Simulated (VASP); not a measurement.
Write the native input for VASP 6.6.1 that does the following.

```yaml
Task: single point
Functional: r2SCAN
Potentials_or_basis: VASP PAW PBE potentials, release 64 (Sn_d, O)
Cutoff: 520 eV
k_mesh: 6 × 6 × 10
Occupations: gaussian, width 0.05 eV
Spin: no spin polarisation
Dipole_correction: no
Further_INCAR_settings: ALGO = Normal; EDIFF = 1e-06; NBANDS = 35
```

SnO2:

```
CELL_PARAMETERS angstrom
4.82503 0.00000 0.00000
0.00000 4.82527 0.00000
0.00000 0.00000 3.11478
ATOMIC_POSITIONS crystal
Sn 0.50000 0.50000 0.50000
Sn 0.00000 0.00000 0.00000
O 0.30586 0.30596 0.00000
O 0.80586 0.19404 0.50000
O 0.19414 0.80596 0.50000
O 0.69414 0.69404 0.00000
```

This cell differs from its parent crystal: ratio of the length along z to the lengths across it x 0.96, volume and fractional coordinates fixed.

One way to write it, as run:

POSCAR

```
SnO2
1.0
    4.8250291939      0.0000000000      0.0000000000
    0.0000000000      4.8252719900      0.0000000000
    0.0000000000      0.0000000000      3.1147790951
Sn O
2 4
Direct
    0.5000000000      0.5000000000      0.5000000000
    0.0000000000      0.0000000000      0.0000000000
    0.3058623572      0.3059582262      0.0000000000
    0.8058623572      0.1940417738      0.5000000000
    0.1941376428      0.8059582262      0.5000000000
    0.6941376428      0.6940417738      0.0000000000
```

INCAR.step1

```
PREC     = Accurate       # precision mode
ENCUT    = 520            # plane-wave cutoff, eV
ISMEAR   = 0              # smearing method
SIGMA    = 0.05           # smearing width, eV
LREAL    = F              # projectors in reciprocal space
LASPH    = T              # aspherical terms in the spheres
NELM     = 60             # most SCF steps
NBANDS   = 35             # bands
GGA      = PE             # functional
ALGO     = Normal         # electronic algorithm
EDIFF    = 1E-4           # SCF threshold, eV
LWAVE    = T              # write WAVECAR
LCHARG   = F              # write CHGCAR
```

INCAR.step2

```
PREC     = Accurate       # precision mode
ENCUT    = 520            # plane-wave cutoff, eV
EDIFF    = 1E-6           # SCF threshold, eV
ISMEAR   = 0              # smearing method
SIGMA    = 0.05           # smearing width, eV
LREAL    = F              # projectors in reciprocal space
LASPH    = T              # aspherical terms in the spheres
NELM     = 60             # most SCF steps
ALGO     = Normal         # electronic algorithm
ISIF     = 2              # what is computed and relaxed
LWAVE    = F              # write WAVECAR
LCHARG   = F              # write CHGCAR
METAGGA  = R2SCAN         # meta-GGA
LMIXTAU  = T            
NBANDS   = 35             # bands
ISTART   = 1
```

KPOINTS

```
Automatic mesh
0
Gamma
  6 6 10
```

Potentials or basis: VASP PAW PBE potentials, release 64 (Sn_d, O).

Launch:

```sh
$ cat potpaw_PBE.64/Sn_d/POTCAR potpaw_PBE.64/O/POTCAR > POTCAR
$ cp INCAR.step1 INCAR
$ mpirun -np 1 vasp_std > vasp.out
$ cp INCAR.step2 INCAR
$ mpirun -np 1 vasp_std > vasp.out
```

It gave:

The pressure is 3.0 GPa and the largest force is 0.174 eV/Å. The band gap on the k mesh is 1.93 eV, direct.

Caveat: the PAW data sets were made with another functional, which shifts forces and pressure a little; spin-orbit coupling is left out, which moves the levels of the heavy elements.

Run time: 21 min on 1 thread of Oxide Virtual Turin-like Processor, with other jobs on the host, peak memory 0.28 GiB.
